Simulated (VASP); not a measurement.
A run of VASP 6.6.1 is set up as follows.

File INCAR:

```
SYSTEM = Be2Te
PREC = Accurate ; ENCUT = 520
EDIFF = 1E-6 ; ISMEAR = 0
SIGMA = 0.1 ; LREAL = .FALSE.
LASPH = .TRUE. ; NELM = 100
ALGO = Fast ; ISIF = 2
LWAVE = .FALSE. ; LCHARG = .FALSE.
GGA = PE ; NBANDS = 12
```

The input KPOINTS:

```
regular mesh
0
G
  6 6 4
  0 0 0
```

POSCAR

```
Be2Te
1.0
    3.5250000000      0.0000000000      0.0000000000
   -1.7625000000      3.0527395500      0.0000000000
    0.0000000000      0.0000000000      4.8426267200
Be Te
2 1
Direct
    0.3333333300      0.6666666700      0.7001754500
    0.6666666700      0.3333333300      0.2998245500
    0.0000000000      0.0000000000      0.0000000000
```

Potentials or basis: VASP PAW PBE potentials, release 64 (Be, Te).

The run is started by

```bash
$ cat potpaw_PBE.64/Be/POTCAR potpaw_PBE.64/Te/POTCAR > POTCAR
$ mpirun -np 1 vasp_std > vasp.out
```

**Question.** Predict the largest force.

**Answer.** 0.822 eV/Å.

**Question.** Estimate the band gap on the k mesh.

**Answer.** Zero (bands 5 and 6 overlap by 2.10 eV).

Forces in eV/Å, atoms in the order of the input:
```
Be   0.000  0.000 -0.822
Be   0.000  0.000  0.822
Te   0.000  0.000  0.000
```

Caveat: spin-orbit coupling is left out, which moves the levels of the heavy elements.
